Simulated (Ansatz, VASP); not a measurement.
**One calculation of Al2O3, two programs**

```
CELL_PARAMETERS angstrom
2.38612 1.37763 4.33970
-2.38612 1.37763 4.33970
0.00000 -2.75525 4.33970
ATOMIC_POSITIONS crystal
Al 0.35205 0.35205 0.35205
Al 0.14795 0.14795 0.14795
Al 0.64795 0.64795 0.64795
Al 0.85205 0.85205 0.85205
O 0.55568 0.94432 0.25000
O 0.25000 0.55568 0.94432
O 0.94432 0.25000 0.55568
O 0.44432 0.05568 0.75000
O 0.75000 0.44432 0.05568
O 0.05568 0.75000 0.44432
```

Alike in both runs: functional PBEsol; k mesh 6 × 6 × 6; occupations gaussian, width 0.1 eV; no spin polarisation.

Ansatz relaxed the structure, and its values are those at the end. VASP's run is a single point on that final structure, the one shown.

|  | VASP | Ansatz |
| --- | --- | --- |
| version | VASP 6.6.1 | Ansatz 0.2.0 |
| potentials or method | VASP PAW PBE potentials, release 64 (Al, O), cutoff 520 eV | scalar-relativistic, plane waves, PAW |
| valence electrons in the cell | 48 | 48 |

Ansatz gave:

* gap on the k mesh at the Fermi level (eV): 6.04
* least direct gap on the mesh (eV): 6.04
* pressure (GPa): 0.1
* rms of the force components (eV/Å): 0.010

Estimate VASP's values.

gap on the k mesh at the Fermi level (eV): 6.05; least direct gap on the mesh (eV): 6.05; pressure (GPa): 0.2; rms of the force components (eV/Å): 0.008.

VASP's potentials were made for PBE, not for PBEsol.
